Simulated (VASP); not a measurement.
Here is a VASP 6.6.1 calculation.

Contents of INCAR:

```
PREC = Accurate
ENCUT = 520
EDIFF = 1E-6
ISMEAR = 0
SIGMA = 0.02
LREAL = F
LASPH = T
NELM = 80
ALGO = Normal
ISIF = 2
LWAVE = F
LCHARG = T
LDIPOL = T
IDIPOL = 3
DIPOL = 0.5 0.5 0.500
GGA = PE
IVDW = 12
LELF = T
LVHAR = T
LVACPOTAV = T
NBANDS = 12
```

File KPOINTS:

```
Automatic mesh
0
Gamma
  9 9 1
```

Contents of POSCAR:

```
As
1.0
    3.4060000000      0.0000000000      0.0000000000
   -1.7030000000      2.9496825253      0.0000000000
    0.0000000000      0.0000000000     28.5742413766
As
2
Direct
    0.3333333333      0.6666666667      0.4895185319
    0.6666666667      0.3333333333      0.5104814681
```

Potentials or basis: VASP PAW PBE potentials, release 64 (As).

The run is started by

```bash
$ cat potpaw_PBE.64/As/POTCAR > POTCAR
$ mpirun -np 1 vasp_std > vasp.out
```

Question: Predict the largest force.

Answer: 8.152 eV/Å.

Question: Estimate the band gap on the k mesh.

Answer: Zero (band 5 reaches -1.85 eV, above the bottom of band 6 at -3.41 eV).

Forces on the atoms (eV/Å):
```
As   0.000  0.000 -8.152
As   0.000  0.000  8.152
```
